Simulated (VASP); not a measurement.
Crystal: Ta.

```xyz
8
Lattice="5.2476 0.0000 0.0000 0.0000 5.2476 0.0000 0.0000 0.0000 5.2476" Properties=species:S:1:pos:R:3 pbc="T T T"
Ta    0.0000    0.0000    0.0000
Ta    2.6238    2.6238    2.6238
Ta    1.3119    0.0000    2.6238
Ta    3.9357    0.0000    2.6238
Ta    2.6238    1.3119    0.0000
Ta    2.6238    3.9357    0.0000
Ta    0.0000    2.6238    1.3119
Ta    0.0000    2.6238    3.9357
```

| Property | Result |
| --- | --- |
| Program | VASP 6.6.1 |
| Task | relaxation of cell and atoms |
| Functional | LDA |
| Potentials or basis | VASP PAW LDA potentials, release 64 (Ta_pv) |
| Cutoff | 600 eV |
| k mesh | 5 × 5 × 5 |
| Occupations | fermi-dirac, width 0.1 eV |
| Spin | no spin polarisation |

At the start: pressure -3.9 GPa; volume 18.06 Å³/atom.

Where does the relaxation end?

Over 3 steps the energy falls by 4.2 meV/atom and the volume is 17.73 Å³/atom (-1.8 %); space group Pm-3n (No. 223, to 0.05 Å).

The path:
```tsv
step	energy change (eV)	largest force (eV/Å)	pressure (GPa)	volume (Å³)
1	0.0000	0.0000	-3.91	144.51
2	0.1721	0.0000	10.74	135.47
3	-0.0333	0.0000	-0.07	141.87
```

Final structure:
```yaml
crystal:
  lattice:
    - [5.21547, 0.00000, 0.00000]
    - [0.00000, 5.21547, 0.00000]
    - [0.00000, 0.00000, 5.21547]
  atoms:
    - { symbol: Ta, position: [0.00000, 0.00000, 0.00000] }
    - { symbol: Ta, position: [0.50000, 0.50000, 0.50000] }
    - { symbol: Ta, position: [0.25000, 0.00000, 0.50000] }
    - { symbol: Ta, position: [0.75000, 0.00000, 0.50000] }
    - { symbol: Ta, position: [0.50000, 0.25000, 0.00000] }
    - { symbol: Ta, position: [0.50000, 0.75000, 0.00000] }
    - { symbol: Ta, position: [0.00000, 0.50000, 0.25000] }
    - { symbol: Ta, position: [0.00000, 0.50000, 0.75000] }
```
